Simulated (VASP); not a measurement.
Here is a VASP 6.6.1 calculation.

The input INCAR:

```
SYSTEM = Zr5N2
  PREC = Accurate
  ENCUT = 520
  EDIFF = 1E-6
  ISMEAR = 0
  SIGMA = 0.1
  LREAL = .False.
  LASPH = .True.
  NELM = 60
  ALGO = Fast
  ISIF = 2
  LWAVE = .False.
  LCHARG = .True.
  LDIPOL = .True.
  IDIPOL = 3
  DIPOL = 0.5 0.5 0.500
  GGA = PS
  LELF = .True.
  LVHAR = .True.
  LVACPOTAV = .True.
  NBANDS = 83
```

The input KPOINTS:

```
Automatic mesh
0
Gamma
  11 5 1
  0 0 0
```

The input POSCAR:

```
Zr5N2
1.0
    3.2726229792      0.0000000000      0.0000000000
    0.0000000000      7.5943958233      0.0000000000
    0.0000000000      0.0000000000     23.2969129226
Zr N
10 4
Direct
    0.0000000000      0.5000000000      0.3322607664
    0.0000000000      0.0000000000      0.3532506502
    0.5000000000      0.7057726684      0.4197951430
    0.5000000000      0.2942273316      0.4197951430
    0.0000000000      0.0000000000      0.4831113973
    0.0000000000      0.5000000000      0.5168886509
    0.5000000000      0.2057731901      0.5802048601
    0.5000000000      0.7942268099      0.5802048601
    0.0000000000      0.5000000000      0.6467493081
    0.0000000000      0.0000000000      0.6677391294
    0.0000000000      0.5000000000      0.4228232880
    0.5000000000      0.0000000000      0.4134862175
    0.0000000000      0.0000000000      0.5771767556
    0.5000000000      0.5000000000      0.5865138305
```

Potentials or basis: VASP PAW PBE potentials, release 64 (Zr_sv, N).

Run with:

```sh
$ cat potpaw_PBE.64/Zr_sv/POTCAR potpaw_PBE.64/N/POTCAR > POTCAR
$ mpirun -np 1 vasp_std > vasp.out
```

What does it give for the largest force?

0.037 eV/Å.

Estimate the band gap on the k mesh.

zero (bands 70 and 71 overlap by 0.70 eV).

Forces on the atoms (eV/Å):
```
Zr   0.000  0.000 -0.026
Zr   0.000  0.000 -0.037
Zr   0.000 -0.003  0.003
Zr   0.000  0.003  0.003
Zr   0.000  0.000  0.001
Zr   0.000  0.000 -0.001
Zr   0.000 -0.003 -0.003
Zr   0.000  0.003 -0.003
Zr   0.000  0.000  0.037
Zr   0.000  0.000  0.026
N    0.000  0.000 -0.009
N    0.000  0.000  0.005
N    0.000  0.000  0.009
N    0.000  0.000 -0.005
```

Caveat: the PAW data sets were made with another functional, which shifts forces and pressure a little.
